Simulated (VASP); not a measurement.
The system is SrCl2.

```
Sr Cl
1.0
     2.41250    1.39286    3.94304
    -2.41250    1.39286    3.94304
     0.00000   -2.78572    3.94304
Sr Cl
1 2
Cartesian
  0.0000 0.0000 0.0000
  0.0000 0.0000 2.9567
  0.0000 0.0000 8.8724
```

This cell differs from its parent crystal: strain -1.8%.

Base run:

```yaml
Program: VASP 6.6.1
Functional: PBE
Potentials_or_basis: VASP PAW PBE potentials, release 64 (Sr_sv, Cl)
Cutoff: 520 eV
k_mesh: 6 × 6 × 6
Occupations: fermi-dirac, width 0.02 eV
Spin: no spin polarisation
```

Its results: band gap on the k mesh 5.47 eV; pressure 4.0 GPa.

The run is repeated on the same cell with these changes: functional from PBE to r2SCAN; occupations from fermi-dirac, width 0.02 eV to gaussian, width 0.01 eV. What comes out?

Band gap on the k mesh 5.95 eV; pressure 3.3 GPa.

Caveats: the cell stands under pressure; the PAW data sets were made with another functional, which shifts forces and pressure a little (at least some runs).

A k mesh can miss the band edges.
